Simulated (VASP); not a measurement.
# CuI (Pm-3m) in VASP: notebook

CuI is run at these levels: PBE, r2SCAN; tasks: single point.

All numbers are computed with VASP 6.6.1; they aren't measurements. Logs are shortened: lines on timing, memory, paths and dates and some standing lists are left out, and cuts for length are marked.

### 1 The cell of the first run

Symmetry: Pm-3m, No. 221, cubic system. The conventional cell has a = 3.661 Å, b = 3.661 Å, c = 3.661 Å, α = 90.00°, β = 90.00°, γ = 90.00°. Within 4.2 Å of Cu (site symmetry m-3m) lie 8 I at 3.17 Å and 6 Cu at 3.66 Å. Within 4.2 Å of I (site symmetry m-3m) lie 8 Cu at 3.17 Å and 6 I at 3.66 Å.

### 2 Single point, PBE

The input, INCAR:

```
SYSTEM = CuI
PREC = Accurate
ENCUT = 520
EDIFF = 1E-6
ISMEAR = -1
SIGMA = 0.02
LREAL = .False.
LASPH = .True.
NELM = 60
ALGO = Normal
ISIF = 2
LWAVE = .False.
LCHARG = .True.
GGA = PE
LELF = .True.
LVHAR = .True.
NBANDS = 16
```

The input, KPOINTS:

```
regular mesh
0
Gamma
  8 8 8
  0 0 0
```

The input, POSCAR:

```
CuI
1.0
    3.6613896245      0.0000000000      0.0000000000
    0.0000000000      3.6613896245      0.0000000000
    0.0000000000      0.0000000000      3.6613896245
Cu I
1 1
Direct
    0.0000000000      0.0000000000      0.0000000000
    0.5000000000      0.5000000000      0.5000000000
```

Potentials or basis: VASP PAW PBE potentials, release 64 (Cu, I).

Started as:

```
$ cat potpaw_PBE.64/Cu/POTCAR potpaw_PBE.64/I/POTCAR > POTCAR
$ mpirun -np 1 vasp_std > vasp.out
```

OUTCAR:

```text
SYSTEM = CuI
   PREC = Accurate
   ENCUT = 520
   EDIFF = 1E-6
   ISMEAR = -1
   LREAL = .False.
   LASPH = .True.
   NELM = 60
   ISIF = 2
   GGA = PE

 ion  position               nearest neighbor table
   1  0.000  0.000  0.000-   2 3.17   2 3.17   2 3.17   2 3.17   2 3.17   2 3.17   2 3.17   2 3.17

   2  0.500  0.500  0.500-   1 3.17   1 3.17   1 3.17   1 3.17   1 3.17   1 3.17   1 3.17   1 3.17

  LATTYP: Found a simple cubic cell.
 ALAT       =     3.6613896245

  Lattice vectors:

 A1 = (   3.6613896245,   0.0000000000,   0.0000000000)
 A2 = (   0.0000000000,   3.6613896245,   0.0000000000)
 A3 = (   0.0000000000,   0.0000000000,   3.6613896245)

Analysis of symmetry for initial positions (statically):
=====================================================================
 Subroutine PRICEL returns:
 Original cell was already a primitive cell.

 Routine SETGRP: Setting up the symmetry group for a
 simple cubic supercell.

 Subroutine GETGRP returns: Found 48 space group operations
 (whereof 48 operations were pure point group operations)
 out of a pool of 48 trial point group operations.

The static configuration has the point symmetry O_h .

Analysis of symmetry for dynamics (positions and initial velocities):
=====================================================================
 Subroutine PRICEL returns:
 Original cell was already a primitive cell.

 Routine SETGRP: Setting up the symmetry group for a
 simple cubic supercell.

 Subroutine GETGRP returns: Found 48 space group operations
 (whereof 48 operations were pure point group operations)
 out of a pool of 48 trial point group operations.

The dynamic configuration has the point symmetry O_h .

 Subroutine INISYM returns: Found 48 space group operations
 (whereof 48 operations are pure point group operations),
 and found     1 'primitive' translations

----------------------------------------------------------------------------------------

                                     Primitive cell

  volume of cell :      49.0838

  direct lattice vectors                    reciprocal lattice vectors
     3.661389624  0.000000000  0.000000000     0.273120346  0.000000000  0.000000000
     0.000000000  3.661389624  0.000000000     0.000000000  0.273120346  0.000000000
     0.000000000  0.000000000  3.661389624     0.000000000  0.000000000  0.273120346

  length of vectors
     3.661389624  3.661389624  3.661389624     0.273120346  0.273120346  0.273120346

  position of ions in fractional coordinates (direct lattice)
     0.000000000  0.000000000  0.000000000
     0.500000000  0.500000000  0.500000000

  ion indices of the primitive-cell ions
   primitive index   ion index
                 1           1
                 2           2

----------------------------------------------------------------------------------------

 KPOINTS: regular mesh

Automatic generation of k-mesh.
 Grid dimensions read from file:
 generate k-points for:    8    8    8

 Generating k-lattice:

  Cartesian coordinates                     Fractional coordinates (reciprocal lattice)
     0.034140043  0.000000000  0.000000000     0.125000000  0.000000000  0.000000000
     0.000000000  0.034140043  0.000000000     0.000000000  0.125000000  0.000000000
     0.000000000  0.000000000  0.034140043     0.000000000  0.000000000  0.125000000

  Length of vectors
     0.034140043  0.034140043  0.034140043

  Shift w.r.t. Gamma in fractional coordinates (k-lattice)
     0.000000000  0.000000000  0.000000000

 Subroutine IBZKPT returns following result:
 ===========================================

 Found     35 irreducible k-points:

 Following reciprocal coordinates:
            Coordinates               Weight
  0.000000  0.000000  0.000000      1.000000
  0.125000  0.000000  0.000000      6.000000
  0.250000  0.000000  0.000000      6.000000
  0.375000  0.000000  0.000000      6.000000
  0.500000  0.000000  0.000000      3.000000
  0.125000  0.125000  0.000000     12.000000
[... 16 lines left out ...]
  0.375000  0.375000  0.125000     24.000000
  0.500000  0.375000  0.125000     24.000000
 [... further k-points ...]
   k-points           NKPTS =     35   k-points in BZ     NKDIM =     35   number of bands    NBANDS=     16
   number of dos      NEDOS =    301   number of ions     NIONS =      2
   total plane-waves  NPLWV =  21952
   dimension x,y,z NGX =    28 NGY =   28 NGZ =   28
   dimension x,y,z NGXF=    56 NGYF=   56 NGZF=   56
   ions per type =               1   1
   NGX,Y,Z   is equivalent  to a cutoff of  12.71, 12.71, 12.71 a.u.
   NGXF,Y,Z  is equivalent  to a cutoff of  25.43, 25.43, 25.43 a.u.
 SYSTEM =  CuI
   PREC   = accura    normal or accurate (medium, high low for compatibility)
   ISTART =      0    job   : 0-new  1-cont  2-samecut
   ICHARG =      2    charge: 1-file 2-atom 10-const
   ISPIN  =      1    spin polarized calculation?
   LNONCOLLINEAR =      F non collinear calculations
   LSORBIT =      F    spin-orbit coupling
   LASPH  =      T    aspherical Exc in radial PAW
   ENCUT  =  520.0 eV  38.22 Ry    6.18 a.u.   6.81  6.81  6.81*2*pi/ulx,y,z
   NELM   =     60;   NELMIN=  2; NELMDL= -5     # of ELM steps
   EDIFF  = 0.1E-05   stopping-criterion for ELM
   LREAL  =      F    real-space projection
[... 7 lines left out ...]
   TEBEG  =    0.0;   TEEND  =   0.0 temperature during run
   PSTRESS=    0.0 pullay stress
   NELECT =      18.0000    total number of electrons
   NUPDOWN=      -1.0000    fix difference up-down
   EMIN   =  10.00;   EMAX   =-10.00  energy-range for DOS
   EFERMI =   0.00;   METHOD = LEGACY
   ISMEAR =    -1;   SIGMA  =   0.02  broadening in eV -4-tet -1-fermi 0-gaus
   EFERMI_NEDOS =   21; number of points for ismear=-14 and -15
   IALGO  =     38    algorithm
   IMIX   =      4    mixing-type and parameters
     AMIX     =   0.40;   BMIX     =  1.00
     AMIX_MAG =   1.60;   BMIX_MAG =  1.00
  volume/ion in A,a.u.               =      24.54       165.62
  Fermi-wavevector in a.u.,A,eV,Ry     =   1.171799  2.214379 18.682329  1.373112
  Thomas-Fermi vector in A             =   2.308237
   LORBIT       =      0    0 simple, 1 ext, 2 COOP (PROOUT), +10 PAW based schemes
   GGA     = PE    functional components
   LHFCALC =     F    Hartree Fock is set to
   AEXX    =    0.0000 exact exchange contribution
   IVDW    =     0    specifies the selected vdW correction
   LEPSILON=     F    determine dielectric tensor
   LRPA    =     F    only Hartree local field effects (RPA)
 non-spin polarized calculation
  energy-cutoff  :      520.00
  volume of cell :       49.08
 maximum number of plane-waves:      1357
 NGX is ok and might be reduce to    28
   NGX = 13   NGY = 13   NGZ = 13

 number of electron      18.0000019 magnetization

 Free energy of the ion-electron system (eV)
  ---------------------------------------------------
  ext. energy  EPLUGINS =         0.00000000
  ---------------------------------------------------
  free energy    TOTEN  =        -4.13874584 eV

  energy without entropy =       -4.13735473  energy(sigma->0) =       -4.13805028

 E-fermi :   5.6017     XC(G=0):  -9.9060

 val. band max:        5.5257933732   @ k =   0.5000   0.2500   0.0000
 cond. band min:       5.6082652155   @ k =   0.5000   0.1250   0.0000
 fundamental gap:      0.0824718423
 Fermi energy:         5.6017111316

 k-point     1 :       0.0000    0.0000    0.0000
  band No.  band energies     occupation
      1      -8.1621      2.00000
      2       3.6325      2.00000
      3       3.6325      2.00000
      4       4.0386      2.00000
      5       4.0386      2.00000
      6       4.0386      2.00000
[... 8 lines left out ...]
     15      15.7400      0.00000
     16      18.8941      0.00000

 k-point     2 :       0.1250    0.0000    0.0000
  band No.  band energies     occupation
      1      -8.0698      2.00000
      2       2.6720      2.00000
      3       3.6465      2.00000
      4       3.7267      2.00000
      5       3.7267      2.00000
      6       3.8412      2.00000
[... 8 lines left out ...]
     15      15.0134      0.00000
     16      18.9205      0.00000

 k-point     3 :       0.2500    0.0000    0.0000
  band No.  band energies     occupation
      1      -7.8270      2.00000
      2       1.1068      2.00000
      3       3.5082      2.00000
      4       3.5082      2.00000
      5       3.6804      2.00000
      6       3.9775      2.00000
[... 8 lines left out ...]
     15      15.0708      0.00000
     16      17.1264      0.00000

 k-point     4 :       0.3750    0.0000    0.0000
  band No.  band energies     occupation
      1      -7.5476      2.00000
      2      -0.0504      2.00000
      3       3.3810      2.00000
      4       3.3810      2.00000
      5       3.7146      2.00000
      6       4.0525      2.00000
[... 8 lines left out ...]
     15      15.8118      0.00000
     16      17.6558      0.00000

 k-point     5 :       0.5000    0.0000    0.0000
  band No.  band energies     occupation
      1      -7.4175      2.00000
      2      -0.4831      2.00000
      3       3.3391      2.00000
      4       3.3391      2.00000
      5       3.7288      2.00000
      6       4.0549      2.00000
[... 8 lines left out ...]
     15      15.2857      0.00000
     16      19.4940      0.00000

 k-point     6 :       0.1250    0.1250    0.0000
  band No.  band energies     occupation
      1      -7.9789      2.00000
      2       2.4896      2.00000
      3       3.0339      2.00000
      4       3.6581      2.00000
      5       3.7200      2.00000
      6       4.0196      2.00000
[... 8 lines left out ...]
     15      15.5078      0.00000
     16      17.6352      0.00000
[... 267 lines left out ...]
 k-point    21 :       0.3750    0.2500    0.1250
  band No.  band energies     occupation
      1      -7.1750      2.00000
      2       0.5945      2.00000
      3       2.1761      2.00000
      4       3.3163      2.00000
      5       3.8161      2.00000
      6       3.9493      2.00000
[... 8 lines left out ...]
     15      16.2690      0.00000
     16      17.5957      0.00000

 k-point    22 :       0.5000    0.2500    0.1250
  band No.  band energies     occupation
      1      -7.0578      2.00000
      2       0.2131      2.00000
      3       2.3283      2.00000
      4       3.4417      2.00000
      5       3.8029      2.00000
      6       3.9521      2.00000
[... 8 lines left out ...]
     15      16.0272      0.00000
     16      17.0691      0.00000

 k-point    23 :       0.3750    0.3750    0.1250
  band No.  band energies     occupation
      1      -6.9385      2.00000
      2       0.9665      2.00000
      3       1.3269      2.00000
      4       3.4696      2.00000
      5       3.8093      2.00000
      6       3.9650      2.00000
[... 8 lines left out ...]
     15      16.9800      0.00000
     16      17.0257      0.00000

 k-point    24 :       0.5000    0.3750    0.1250
  band No.  band energies     occupation
      1      -6.8308      2.00000
      2       0.7533      2.00000
      3       1.4237      2.00000
      4       3.6030      2.00000
      5       3.7171      2.00000
      6       3.9536      2.00000
[... 8 lines left out ...]
     15      16.7915      0.00000
     16      17.1190      0.00000

 [... further k-points ...]

------------------------ aborting loop because EDIFF is reached ----------------------------------------

  FORCE on cell =-STRESS in cart. coord.  units (eV):
  Direction    XX          YY          ZZ          XY          YZ          ZX
  --------------------------------------------------------------------------------------
  -------------------------------------------------------------------------------------
  Total       -0.0284142     -0.0284142     -0.0284142      0.0000000      0.0000000      0.0000000
  in kB       -0.9274889     -0.9274889     -0.9274889      0.0000000      0.0000000      0.0000000
  external PRESSURE =      -0.9274889 kB  Pullay stress =       0.0000000 kB

 VOLUME and BASIS-vectors are now :
 -----------------------------------------------------------------------------
  energy-cutoff  :      520.00
  volume of cell :       49.08
      direct lattice vectors                 reciprocal lattice vectors
     3.661389624  0.000000000  0.000000000     0.273120346  0.000000000  0.000000000
     0.000000000  3.661389624  0.000000000     0.000000000  0.273120346  0.000000000
     0.000000000  0.000000000  3.661389624     0.000000000  0.000000000  0.273120346

 POSITION                                       TOTAL-FORCE (eV/Angst)
 -----------------------------------------------------------------------------------
      0.00000      0.00000      0.00000         0.000000      0.000000      0.000000
      1.83069      1.83069      1.83069         0.000000      0.000000      0.000000
 -----------------------------------------------------------------------------------
    total drift:                               -0.000000      0.000000     -0.000000

  FREE ENERGIE OF THE ION-ELECTRON SYSTEM (eV)
  ---------------------------------------------------
  free  energy   TOTEN  =        -4.1387458391 eV

  energy  without entropy=       -4.1373547305  energy(sigma->0) =       -4.13805028
```

It took 20 s on 1 thread of Intel Xeon Platinum 8259CL at 2.50GHz (Skylake/Cascade Lake), shared host; peak memory 0.17 GiB.

Results:

- Free energy: -4.1387 eV
- Pressure: -0.1 GPa
- Band gap on the k mesh: zero (bands 9 and 10 overlap by 0.43 eV)

Caveat: spin-orbit coupling is left out, which moves the levels of the heavy elements.

(Continued in part 2 of 2.)
